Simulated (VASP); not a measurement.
# CdF2 (I4/mmm) in VASP: settings compared, part 2 of 2

VASP 6.6.1. The steps go on from the part before.

**3. Single point, r2SCAN (biaxial xy strain +3.7%)**

File POSCAR:

```
CdF2
1.0
    0.0000000000      2.7821047541      2.6825809990
    2.7821047541      0.0000000000      2.6825809990
    2.7821047541      2.7821047541      0.0000000000
Cd F
1 2
Direct
    0.0000000000      0.0000000000      0.0000000000
    0.2500000000      0.2500000000      0.2500000000
    0.7500000000      0.7500000000      0.7500000000
```

File INCAR.step1:

```
PREC     = Accurate       # precision mode
ENCUT    = 520            # plane-wave cutoff, eV
ISMEAR   = 0              # smearing method
SIGMA    = 0.01           # smearing width, eV
LREAL    = False          # projectors in reciprocal space
LASPH    = True           # aspherical terms in the spheres
NELM     = 80             # most SCF steps
NBANDS   = 20             # bands
GGA      = PE             # functional
ALGO     = Normal         # electronic algorithm
EDIFF    = 1E-4           # SCF threshold, eV
LWAVE    = True           # write WAVECAR
LCHARG   = False          # write CHGCAR
```

File INCAR.step2:

```
PREC     = Accurate       # precision mode
ENCUT    = 520            # plane-wave cutoff, eV
EDIFF    = 1E-7           # SCF threshold, eV
ISMEAR   = 0              # smearing method
SIGMA    = 0.01           # smearing width, eV
LREAL    = False          # projectors in reciprocal space
LASPH    = True           # aspherical terms in the spheres
NELM     = 80             # most SCF steps
ALGO     = Normal         # electronic algorithm
ISIF     = 2              # what is computed and relaxed
LWAVE    = False          # write WAVECAR
LCHARG   = True           # write CHGCAR
METAGGA  = R2SCAN         # meta-GGA
LMIXTAU  = True         
LELF     = True           # ELF
LVHAR    = True         
NBANDS   = 20             # bands
ISTART   = 1
```

File KPOINTS:

```
regular mesh
0
Gamma
  8 8 8
```

Potentials or basis: VASP PAW PBE potentials, release 64 (Cd, F).

Launch:

```console
> cat potpaw_PBE.64/Cd/POTCAR potpaw_PBE.64/F/POTCAR > POTCAR
> cp INCAR.step1 INCAR
> mpirun -np 1 vasp_std > vasp.out
> cp INCAR.step2 INCAR
> mpirun -np 1 vasp_std > vasp.out
```

OUTCAR:

```text
PREC = Accurate
   ENCUT = 520
   EDIFF = 1E-7
   ISMEAR = 0
   LREAL = False
   LASPH = True
   NELM = 80
   ISIF = 2
   METAGGA = R2SCAN
   ISTART = 1

 ion  position               nearest neighbor table
   1  0.000  0.000  0.000-   3 2.38   3 2.38   3 2.38   2 2.38   3 2.38   2 2.38   2 2.38   2 2.38

   2  0.250  0.250  0.250-   1 2.38   1 2.38   1 2.38   1 2.38
   3  0.750  0.750  0.750-   1 2.38   1 2.38   1 2.38   1 2.38

  LATTYP: Found a body centered tetragonal cell.
 ALAT       =     3.9344902752
 C/A-ratio  =     1.3636231437

  Lattice vectors:

 A1 = (   0.0000000000,  -2.7821047541,  -2.6825809990)
 A2 = (   0.0000000000,   2.7821047541,  -2.6825809990)
 A3 = (   2.7821047541,   0.0000000000,   2.6825809990)

Analysis of symmetry for initial positions (statically):
=====================================================================
 Subroutine PRICEL returns:
 Original cell was already a primitive cell.

 Routine SETGRP: Setting up the symmetry group for a
 body centered tetragonal supercell.

 Subroutine GETGRP returns: Found 16 space group operations
 (whereof 16 operations were pure point group operations)
 out of a pool of 16 trial point group operations.

The static configuration has the point symmetry D_4h.

Analysis of symmetry for dynamics (positions and initial velocities):
=====================================================================
 Subroutine PRICEL returns:
 Original cell was already a primitive cell.

 Routine SETGRP: Setting up the symmetry group for a
 body centered tetragonal supercell.

 Subroutine GETGRP returns: Found 16 space group operations
 (whereof 16 operations were pure point group operations)
 out of a pool of 16 trial point group operations.

The dynamic configuration has the point symmetry D_4h.

 Subroutine INISYM returns: Found 16 space group operations
 (whereof 16 operations are pure point group operations),
 and found     1 'primitive' translations

----------------------------------------------------------------------------------------

                                     Primitive cell

  volume of cell :      41.5269

  direct lattice vectors                    reciprocal lattice vectors
     0.000000000  2.782104754  2.682580999    -0.179720048  0.179720048  0.186387662
     2.782104754  0.000000000  2.682580999     0.179720048 -0.179720048  0.186387662
     2.782104754  2.782104754  0.000000000     0.179720048  0.179720048 -0.186387662

  length of vectors
     3.864757131  3.864757131  3.934490275     0.315180824  0.315180824  0.315180824

  position of ions in fractional coordinates (direct lattice)
     0.000000000  0.000000000  0.000000000
     0.250000000  0.250000000  0.250000000
     0.750000000  0.750000000  0.750000000

  ion indices of the primitive-cell ions
   primitive index   ion index
                 1           1
                 2           2
                 3           3

----------------------------------------------------------------------------------------

 KPOINTS: regular mesh

Automatic generation of k-mesh.
 Grid dimensions read from file:
 generate k-points for:    8    8    8

 Generating k-lattice:

  Cartesian coordinates                     Fractional coordinates (reciprocal lattice)
    -0.022465006  0.022465006  0.023298458     0.125000000  0.000000000  0.000000000
     0.022465006 -0.022465006  0.023298458     0.000000000  0.125000000  0.000000000
     0.022465006  0.022465006 -0.023298458     0.000000000  0.000000000  0.125000000

  Length of vectors
     0.039397603  0.039397603  0.039397603

  Shift w.r.t. Gamma in fractional coordinates (k-lattice)
     0.000000000  0.000000000  0.000000000

 Subroutine IBZKPT returns following result:
 ===========================================

 Found     59 irreducible k-points:

 Following reciprocal coordinates:
            Coordinates               Weight
  0.000000  0.000000  0.000000      1.000000
  0.125000  0.000000  0.000000      8.000000
  0.250000  0.000000  0.000000      8.000000
  0.375000  0.000000  0.000000      8.000000
  0.500000  0.000000  0.000000      4.000000
  0.125000  0.125000  0.000000      2.000000
[... 16 lines left out ...]
  0.250000  0.000000  0.125000     16.000000
  0.375000  0.000000  0.125000     16.000000
 [... further k-points ...]
   k-points           NKPTS =     59   k-points in BZ     NKDIM =     59   number of bands    NBANDS=     20
   number of dos      NEDOS =    301   number of ions     NIONS =      3
   total plane-waves  NPLWV =  27000
   dimension x,y,z NGX =    30 NGY =   30 NGZ =   30
   dimension x,y,z NGXF=    60 NGYF=   60 NGZF=   60
   ions per type =               1   2
   NGX,Y,Z   is equivalent  to a cutoff of  12.90, 12.90, 12.68 a.u.
   NGXF,Y,Z  is equivalent  to a cutoff of  25.81, 25.81, 25.35 a.u.
 SYSTEM =  unknown system
   PREC   = accura    normal or accurate (medium, high low for compatibility)
   ISTART =      1    job   : 0-new  1-cont  2-samecut
   ICHARG =      0    charge: 1-file 2-atom 10-const
   ISPIN  =      1    spin polarized calculation?
   LNONCOLLINEAR =      F non collinear calculations
   LSORBIT =      F    spin-orbit coupling
   LASPH  =      T    aspherical Exc in radial PAW
   ENCUT  =  520.0 eV  38.22 Ry    6.18 a.u.   7.19  7.19  7.32*2*pi/ulx,y,z
   NELM   =     80;   NELMIN=  2; NELMDL=  0     # of ELM steps
   EDIFF  = 0.1E-06   stopping-criterion for ELM
   LREAL  =      F    real-space projection
   EDIFFG = 0.1E-05   stopping-criterion for IOM
   NSW    =      0    number of steps for IOM
   IBRION =     -1    ionic relax: 0-MD 1-quasi-New 2-CG
   NFREE  =      0    steps in history (QN), initial steepest desc. (CG)
   ISIF   =      2    stress and relaxation
   ISYM   =      2    0-nonsym 1-usesym 2-fastsym
   POTIM  = 0.5000    time-step for ionic-motion
   TEBEG  =    0.0;   TEEND  =   0.0 temperature during run
   PSTRESS=    0.0 pullay stress
   NELECT =      26.0000    total number of electrons
   NUPDOWN=      -1.0000    fix difference up-down
   EMIN   =  10.00;   EMAX   =-10.00  energy-range for DOS
   EFERMI =   0.00;   METHOD = LEGACY
   ISMEAR =     0;   SIGMA  =   0.01  broadening in eV -4-tet -1-fermi 0-gaus
   EFERMI_NEDOS =   21; number of points for ismear=-14 and -15
   IALGO  =     38    algorithm
   IMIX   =      4    mixing-type and parameters
     AMIX     =   0.40;   BMIX     =  1.00
     AMIX_MAG =   1.60;   BMIX_MAG =  1.00
  volume/ion in A,a.u.               =      13.84        93.41
  Fermi-wavevector in a.u.,A,eV,Ry     =   1.400520  2.646599 26.687237  1.961457
  Thomas-Fermi vector in A             =   2.523472
   LORBIT       =      0    0 simple, 1 ext, 2 COOP (PROOUT), +10 PAW based schemes
   METAGGA = R2SCAN    functional components
   LHFCALC =     F    Hartree Fock is set to
   AEXX    =    0.0000 exact exchange contribution
   IVDW    =     0    specifies the selected vdW correction
   LEPSILON=     F    determine dielectric tensor
   LRPA    =     F    only Hartree local field effects (RPA)
 non-spin polarized calculation
 Gauss-broadening in eV      SIGMA  =   0.01
  energy-cutoff  :      520.00
  volume of cell :       41.53
 maximum number of plane-waves:      1138
 NGX is ok and might be reduce to    30
   NGX = 15   NGY = 15   NGZ = 15

 number of electron      26.0000003 magnetization

 Free energy of the ion-electron system (eV)
  ---------------------------------------------------
  ext. energy  EPLUGINS =         0.00000000
  ---------------------------------------------------
  free energy    TOTEN  =       -33.67712987 eV

  energy without entropy =      -33.67712987  energy(sigma->0) =      -33.67712987

 E-fermi :  -2.1429     XC(G=0): -10.7030

 val. band max:       -2.2553910034   @ k =  -0.2500   0.5000   0.2500
 cond. band min:       1.2267702510   @ k =   0.0000   0.0000   0.0000
 fundamental gap:      3.4821612544
 Fermi energy:        -2.1429362115

 k-point     1 :       0.0000    0.0000    0.0000
  band No.  band energies     occupation
      1     -23.9138      2.00000
      2     -22.9927      2.00000
      3      -7.7768      2.00000
      4      -7.7768      2.00000
      5      -7.7556      2.00000
      6      -6.7987      2.00000
[... 12 lines left out ...]
     19      17.6746      0.00000
     20      18.5519      0.00000
[... 507 lines left out ...]
 k-point    24 :       0.3750    0.0000    0.1250
  band No.  band energies     occupation
      1     -23.6510      2.00000
      2     -23.2231      2.00000
      3      -7.4887      2.00000
      4      -7.4659      2.00000
      5      -6.9187      2.00000
      6      -6.8880      2.00000
[... 12 lines left out ...]
     19      17.4861      0.00000
     20      18.7229      0.00000

 [... further k-points ...]
[... 5 lines left out ...]
  --------------------------------------------------------------------------------------
  -------------------------------------------------------------------------------------
  Total       -1.6956111     -1.6956111     -0.6527813      0.0000000     -0.0000000      0.0000000
  in kB      -65.4194734    -65.4194734    -25.1853782      0.0000000     -0.0000000      0.0000000
  external PRESSURE =     -52.0081084 kB  Pullay stress =       0.0000000 kB

 VOLUME and BASIS-vectors are now :
 -----------------------------------------------------------------------------
  energy-cutoff  :      520.00
  volume of cell :       41.53
      direct lattice vectors                 reciprocal lattice vectors
     0.000000000  2.782104754  2.682580999    -0.179720048  0.179720048  0.186387662
     2.782104754  0.000000000  2.682580999     0.179720048 -0.179720048  0.186387662
     2.782104754  2.782104754  0.000000000     0.179720048  0.179720048 -0.186387662

 POSITION                                       TOTAL-FORCE (eV/Angst)
 -----------------------------------------------------------------------------------
      0.00000      0.00000      0.00000         0.000000     -0.000000      0.000000
      1.39105      1.39105      1.34129         0.000000      0.000000     -0.000000
      4.17316      4.17316      4.02387        -0.000000     -0.000000      0.000000
 -----------------------------------------------------------------------------------
    total drift:                                0.000000     -0.000000      0.000000

  FREE ENERGIE OF THE ION-ELECTRON SYSTEM (eV)
  ---------------------------------------------------
  free  energy   TOTEN  =       -33.6771298738 eV

  energy  without entropy=      -33.6771298738  energy(sigma->0) =      -33.67712987
```

It took 2.9 min on 1 thread of Intel Xeon Platinum 8488C (Sapphire Rapids), shared host; peak memory 0.19 GiB.

Results:

| Item | Value |
| --- | --- |
| Free energy | -33.6771 eV |
| Pressure | -5.2 GPa |
| Band gap on the k mesh | 3.48 eV, indirect (least direct gap 4.06 eV) |

Caveat: the cell differs from its parent crystal (biaxial xy strain +3.7%); the PAW data sets were made with another functional, which shifts forces and pressure a little. A k mesh can miss the band edges.
